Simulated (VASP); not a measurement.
# AlNi3 (Pm-3m) in VASP: single point with PBE

Aim: the single point of AlNi3 with PBE.

Program: VASP 6.6.1. These are calculated values, not measurements. Logs are shortened: lines on timing, memory, paths and dates and some standing lists are left out, and cuts for length are marked.

### Step 1. The cell of the first run

The structure is cubic, space group Pm-3m (No. 221). Conventional cell: a = 3.523 Å, b = 3.523 Å, c = 3.523 Å, α = 90.00°, β = 90.00°, γ = 90.00°. Al (site symmetry m-3m) has 12 Ni at 2.49 Å within 3.3 Å. Ni (site symmetry 4/mmm) has 4 Al at 2.49 Å and 8 Ni at 2.49 Å within 3.3 Å.

### Step 2. Single point, PBE, collinear spin, ferromagnetic start

Input file INCAR:

```
SYSTEM = AlNi3
PREC = Accurate
ENCUT = 520
EDIFF = 1E-7
ISMEAR = -1
SIGMA = 0.05
LREAL = .FALSE.
LASPH = .TRUE.
NELM = 150
ALGO = Normal
ISIF = 2
LWAVE = .FALSE.
LCHARG = .FALSE.
ISPIN = 2
MAGMOM = 0 0.3 0.3 0.3
LORBIT = 11
LMAXMIX = 4
GGA = PE
NBANDS = 28
```

Input file KPOINTS:

```
regular mesh
0
G
  9 9 9
  0 0 0
```

Input file POSCAR:

```
AlNi3
1.0
    3.5230547267      0.0000000000      0.0000000000
    0.0000000000      3.5230547267      0.0000000000
    0.0000000000      0.0000000000      3.5230547267
Al Ni
1 3
Direct
    0.0000000000      0.0000000000      0.0000000000
    0.0000000000      0.5000000000      0.5000000000
    0.5000000000      0.0000000000      0.5000000000
    0.5000000000      0.5000000000      0.0000000000
```

Potentials or basis: VASP PAW PBE potentials, release 64 (Al, Ni).

The run is started by

```
$ cat potpaw_PBE.64/Al/POTCAR potpaw_PBE.64/Ni/POTCAR > POTCAR
$ mpirun -np 1 vasp_std > vasp.out
```

OUTCAR:

```text
SYSTEM = AlNi3
   PREC = Accurate
   ENCUT = 520
   EDIFF = 1E-7
   ISMEAR = -1
   LREAL = .FALSE.
   LASPH = .TRUE.
   NELM = 150
   ISIF = 2
   ISPIN = 2
   LORBIT = 11
   GGA = PE

 ion  position               nearest neighbor table
   1  0.000  0.000  0.000-   2 2.49   3 2.49   4 2.49   2 2.49   3 2.49   2 2.49   4 2.49   2 2.49
                             3 2.49   4 2.49   3 2.49   4 2.49
   2  0.000  0.500  0.500-   1 2.49   3 2.49   4 2.49   1 2.49   4 2.49   1 2.49   3 2.49   1 2.49
                             3 2.49   4 2.49   4 2.49   3 2.49
   3  0.500  0.000  0.500-   1 2.49   2 2.49   4 2.49   1 2.49   4 2.49   2 2.49   4 2.49   4 2.49
                             1 2.49   2 2.49   1 2.49   2 2.49
   4  0.500  0.500  0.000-   1 2.49   2 2.49   3 2.49   2 2.49   3 2.49   1 2.49   3 2.49   3 2.49
                             1 2.49   2 2.49   2 2.49   1 2.49

  LATTYP: Found a simple cubic cell.
 ALAT       =     3.5230547267

  Lattice vectors:

 A1 = (   3.5230547267,   0.0000000000,   0.0000000000)
 A2 = (   0.0000000000,   3.5230547267,   0.0000000000)
 A3 = (   0.0000000000,   0.0000000000,   3.5230547267)

Analysis of symmetry for initial positions (statically):
=====================================================================
 Subroutine PRICEL returns:
 Original cell was already a primitive cell.

 Routine SETGRP: Setting up the symmetry group for a
 simple cubic supercell.

 Subroutine GETGRP returns: Found 48 space group operations
 (whereof 48 operations were pure point group operations)
 out of a pool of 48 trial point group operations.

The static configuration has the point symmetry O_h .

Analysis of symmetry for dynamics (positions and initial velocities):
=====================================================================
 Subroutine PRICEL returns:
 Original cell was already a primitive cell.

 Routine SETGRP: Setting up the symmetry group for a
 simple cubic supercell.

 Subroutine GETGRP returns: Found 48 space group operations
 (whereof 48 operations were pure point group operations)
 out of a pool of 48 trial point group operations.

The dynamic configuration has the point symmetry O_h .

Analysis of structural, dynamic, and magnetic symmetry:
=====================================================================
 Subroutine PRICEL returns:
 Original cell was already a primitive cell.

 Routine SETGRP: Setting up the symmetry group for a
 simple cubic supercell.

 Subroutine GETGRP returns: Found 48 space group operations
 (whereof 48 operations were pure point group operations)
 out of a pool of 48 trial point group operations.

The overall configuration has the point symmetry O_h .

 Subroutine INISYM returns: Found 48 space group operations
 (whereof 48 operations are pure point group operations),
 and found     1 'primitive' translations

----------------------------------------------------------------------------------------

                                     Primitive cell

  volume of cell :      43.7279

  direct lattice vectors                    reciprocal lattice vectors
     3.523054727  0.000000000  0.000000000     0.283844583  0.000000000  0.000000000
     0.000000000  3.523054727  0.000000000     0.000000000  0.283844583  0.000000000
     0.000000000  0.000000000  3.523054727     0.000000000  0.000000000  0.283844583

  length of vectors
     3.523054727  3.523054727  3.523054727     0.283844583  0.283844583  0.283844583

  position of ions in fractional coordinates (direct lattice)
     0.000000000  0.000000000  0.000000000
     0.000000000  0.500000000  0.500000000
     0.500000000  0.000000000  0.500000000
     0.500000000  0.500000000  0.000000000

  ion indices of the primitive-cell ions
   primitive index   ion index
                 1           1
                 2           2
                 3           3
                 4           4

----------------------------------------------------------------------------------------

 KPOINTS: regular mesh

Automatic generation of k-mesh.
 Grid dimensions read from file:
 generate k-points for:    9    9    9

 Generating k-lattice:

  Cartesian coordinates                     Fractional coordinates (reciprocal lattice)
     0.031538287  0.000000000  0.000000000     0.111111111  0.000000000  0.000000000
     0.000000000  0.031538287  0.000000000     0.000000000  0.111111111  0.000000000
     0.000000000  0.000000000  0.031538287     0.000000000  0.000000000  0.111111111

  Length of vectors
     0.031538287  0.031538287  0.031538287

  Shift w.r.t. Gamma in fractional coordinates (k-lattice)
     0.000000000  0.000000000  0.000000000

 Subroutine IBZKPT returns following result:
 ===========================================

 Found     35 irreducible k-points:

 Following reciprocal coordinates:
            Coordinates               Weight
  0.000000  0.000000  0.000000      1.000000
  0.111111  0.000000  0.000000      6.000000
  0.222222  0.000000  0.000000      6.000000
  0.333333  0.000000  0.000000      6.000000
  0.444444  0.000000  0.000000      6.000000
  0.111111  0.111111  0.000000     12.000000
[... 16 lines left out ...]
  0.333333  0.333333  0.111111     24.000000
  0.444444  0.333333  0.111111     48.000000
 [... further k-points ...]
   k-points           NKPTS =     35   k-points in BZ     NKDIM =     35   number of bands    NBANDS=     28
   number of dos      NEDOS =    301   number of ions     NIONS =      4
   total plane-waves  NPLWV =  21952
   dimension x,y,z NGX =    28 NGY =   28 NGZ =   28
   dimension x,y,z NGXF=    56 NGYF=   56 NGZF=   56
   ions per type =               1   3
   NGX,Y,Z   is equivalent  to a cutoff of  13.21, 13.21, 13.21 a.u.
   NGXF,Y,Z  is equivalent  to a cutoff of  26.43, 26.43, 26.43 a.u.
 SYSTEM =  AlNi3
   PREC   = accura    normal or accurate (medium, high low for compatibility)
   ISTART =      0    job   : 0-new  1-cont  2-samecut
   ICHARG =      2    charge: 1-file 2-atom 10-const
   ISPIN  =      2    spin polarized calculation?
   LNONCOLLINEAR =      F non collinear calculations
   LSORBIT =      F    spin-orbit coupling
   LASPH  =      T    aspherical Exc in radial PAW
   ENCUT  =  520.0 eV  38.22 Ry    6.18 a.u.   6.55  6.55  6.55*2*pi/ulx,y,z
   NELM   =    150;   NELMIN=  2; NELMDL= -5     # of ELM steps
   EDIFF  = 0.1E-06   stopping-criterion for ELM
   LREAL  =      F    real-space projection
   EDIFFG = 0.1E-05   stopping-criterion for IOM
   NSW    =      0    number of steps for IOM
   IBRION =     -1    ionic relax: 0-MD 1-quasi-New 2-CG
   NFREE  =      0    steps in history (QN), initial steepest desc. (CG)
   ISIF   =      2    stress and relaxation
   ISYM   =      2    0-nonsym 1-usesym 2-fastsym
   POTIM  = 0.5000    time-step for ionic-motion
   TEBEG  =    0.0;   TEEND  =   0.0 temperature during run
   PSTRESS=    0.0 pullay stress
   NELECT =      33.0000    total number of electrons
   NUPDOWN=      -1.0000    fix difference up-down
   EMIN   =  10.00;   EMAX   =-10.00  energy-range for DOS
   EFERMI =   0.00;   METHOD = LEGACY
   ISMEAR =    -1;   SIGMA  =   0.05  broadening in eV -4-tet -1-fermi 0-gaus
   EFERMI_NEDOS =   21; number of points for ismear=-14 and -15
   IALGO  =     38    algorithm
   IMIX   =      4    mixing-type and parameters
     AMIX     =   0.40;   BMIX     =  1.00
     AMIX_MAG =   1.60;   BMIX_MAG =  1.00
  volume/ion in A,a.u.               =      10.93        73.77
  Fermi-wavevector in a.u.,A,eV,Ry     =   1.490482  2.816603 30.225843  2.221537
  Thomas-Fermi vector in A             =   2.603258
   LORBIT       =     11    0 simple, 1 ext, 2 COOP (PROOUT), +10 PAW based schemes
   GGA     = PE    functional components
   LHFCALC =     F    Hartree Fock is set to
   AEXX    =    0.0000 exact exchange contribution
   IVDW    =     0    specifies the selected vdW correction
   LEPSILON=     F    determine dielectric tensor
   LRPA    =     F    only Hartree local field effects (RPA)
 spin polarized calculation
  energy-cutoff  :      520.00
  volume of cell :       43.73
 maximum number of plane-waves:      1197
 NGX is ok and might be reduce to    28
   NGX = 13   NGY = 13   NGZ = 13

 number of electron      32.9999980 magnetization       0.6622075

 Free energy of the ion-electron system (eV)
  ---------------------------------------------------
  ext. energy  EPLUGINS =         0.00000000
  ---------------------------------------------------
  free energy    TOTEN  =       -21.87530197 eV

  energy without entropy =      -21.84663408  energy(sigma->0) =      -21.86096802

 E-fermi :   9.9348     XC(G=0): -12.8538

 val. band max:        9.9338606257   @ k =   0.2222   0.1111   0.0000
 cond. band min:       9.9399456950   @ k =   0.0000   0.0000   0.0000
 fundamental gap:      0.0060850693
 Fermi energy:         9.9348363927

 spin component 1

 k-point     1 :       0.0000    0.0000    0.0000
  band No.  band energies     occupation
      1      -0.2367      1.00000
      2       5.4594      1.00000
      3       6.1456      1.00000
      4       6.1456      1.00000
      5       6.5155      1.00000
      6       6.5155      1.00000
[... 20 lines left out ...]
     27      24.1632      0.00000
     28      24.1632      0.00000

 k-point     2 :       0.1111    0.0000    0.0000
  band No.  band energies     occupation
      1      -0.0825      1.00000
      2       5.5052      1.00000
      3       6.0558      1.00000
      4       6.2433      1.00000
      5       6.5415      1.00000
      6       6.5415      1.00000
[... 20 lines left out ...]
     27      23.5293      0.00000
     28      23.5354      0.00000

 k-point     3 :       0.2222    0.0000    0.0000
  band No.  band energies     occupation
      1       0.3735      1.00000
      2       5.3872      1.00000
      3       5.9221      1.00000
      4       6.5162      1.00000
      5       6.6140      1.00000
      6       6.6140      1.00000
[... 616 lines left out ...]
      3       5.3989      1.00000
      4       6.6681      1.00000
      5       6.7463      1.00000
      6       6.9499      1.00000
[... 20 lines left out ...]
     27      23.4820      0.00000
     28      25.2384      0.00000

 k-point    24 :       0.4444    0.3333    0.1111
  band No.  band energies     occupation
      1       3.2443      1.00000
      2       4.5609      1.00000
      3       5.6571      1.00000
      4       6.6905      1.00000
      5       6.8124      1.00000
      6       7.1070      1.00000
[... 20 lines left out ...]
     27      24.2288      0.00000
     28      25.6391      0.00000

 [... further k-points ...]

 spin component 2

 k-point     1 :       0.0000    0.0000    0.0000
  band No.  band energies     occupation
      1      -0.2637      1.00000
      2       5.5315      1.00000
      3       6.2875      1.00000
      4       6.2875      1.00000
      5       6.7807      1.00000
      6       6.7807      1.00000
[... 20 lines left out ...]
     27      24.1628      0.00000
     28      24.1628      0.00000

 k-point     2 :       0.1111    0.0000    0.0000
  band No.  band energies     occupation
      1      -0.1096      1.00000
      2       5.5756      1.00000
      3       6.1844      1.00000
      4       6.3874      1.00000
      5       6.8007      1.00000
      6       6.8007      1.00000
[... 20 lines left out ...]
     27      23.5269      0.00000
     28      23.5433      0.00000

 k-point     3 :       0.2222    0.0000    0.0000
  band No.  band energies     occupation
      1       0.3464      1.00000
      2       5.4399      1.00000
      3       6.0219      1.00000
      4       6.6669      1.00000
      5       6.8536      1.00000
      6       6.8536      1.00000
[... 616 lines left out ...]
      3       5.4464      1.00000
      4       6.7725      1.00000
      5       6.8711      1.00000
      6       7.1941      1.00000
[... 20 lines left out ...]
     27      23.5073      0.00000
     28      25.2561      0.00000

 k-point    24 :       0.4444    0.3333    0.1111
  band No.  band energies     occupation
      1       3.2259      1.00000
      2       4.5757      1.00000
      3       5.7318      1.00000
      4       6.7925      1.00000
      5       6.9287      1.00000
      6       7.3387      1.00000
[... 20 lines left out ...]
     27      24.2336      0.00000
     28      25.6567      0.00000

 [... further k-points ...]
[... 5 lines left out ...]
  --------------------------------------------------------------------------------------
  -------------------------------------------------------------------------------------
  Total        1.9896713      1.9896713      1.9896713      0.0000000      0.0000000     -0.0000000
  in kB       72.9010431     72.9010431     72.9010431      0.0000000      0.0000000     -0.0000000
  external PRESSURE =      72.9010431 kB  Pullay stress =       0.0000000 kB

 VOLUME and BASIS-vectors are now :
 -----------------------------------------------------------------------------
  energy-cutoff  :      520.00
  volume of cell :       43.73
      direct lattice vectors                 reciprocal lattice vectors
     3.523054727  0.000000000  0.000000000     0.283844583  0.000000000  0.000000000
     0.000000000  3.523054727  0.000000000     0.000000000  0.283844583  0.000000000
     0.000000000  0.000000000  3.523054727     0.000000000  0.000000000  0.283844583

 POSITION                                       TOTAL-FORCE (eV/Angst)
 -----------------------------------------------------------------------------------
      0.00000      0.00000      0.00000         0.000000      0.000000      0.000000
      0.00000      1.76153      1.76153         0.000000      0.000000      0.000000
      1.76153      0.00000      1.76153         0.000000      0.000000      0.000000
      1.76153      1.76153      0.00000         0.000000      0.000000      0.000000
 -----------------------------------------------------------------------------------
    total drift:                                0.000000      0.000000      0.000000

  FREE ENERGIE OF THE ION-ELECTRON SYSTEM (eV)
  ---------------------------------------------------
  free  energy   TOTEN  =       -21.8753019730 eV

  energy  without entropy=      -21.8466340754  energy(sigma->0) =      -21.86096802

 total charge

# of ion       s       p       d       tot
------------------------------------------
    1        0.412   0.406   0.000   0.818
    2        0.507   0.545   8.396   9.448
    3        0.507   0.545   8.396   9.448
    4        0.507   0.545   8.396   9.448
--------------------------------------------------
tot          1.933   2.041  25.188  29.163

 magnetization (x)

# of ion       s       p       d       tot
------------------------------------------
    1       -0.001  -0.007   0.000  -0.008
    2       -0.003  -0.009   0.247   0.235
    3       -0.003  -0.009   0.247   0.235
    4       -0.003  -0.009   0.247   0.235
--------------------------------------------------
tot         -0.009  -0.035   0.742   0.698
```

It took 53 s on 1 thread of Intel Xeon 6975P-C (Granite Rapids), shared host; peak memory 0.21 GiB.

Results:

- Free energy: -21.8753 eV
- Pressure: 7.3 GPa
- Net moment: 0.66 μB per cell
- Site moments: Al -0.01; Ni +0.23 μB
- Valence electrons inside the program's atomic spheres: Al 0.82; Ni 9.45

Levels at points of the mesh, in eV from the Fermi level:
Spin up:
```tsv
k point	band 15	band 16	band 17	band 18	band 19	band 20
(0.00, 0.00, 0.00)	-0.06	-0.06	0.87	0.87	0.87	6.72
```
Spin down:
| k point | band 12 | band 13 | band 14 | band 15 | band 16 | band 17 | band 18 | band 19 | band 20 | band 21 |
| --- | --- | --- | --- | --- | --- | --- | --- | --- | --- | --- |
| (0.00, 0.00, 0.00) | -0.41 | 0.01 | 0.35 | 0.35 | 0.35 | 0.84 | 0.84 | 0.84 | 6.81 | 6.81 |
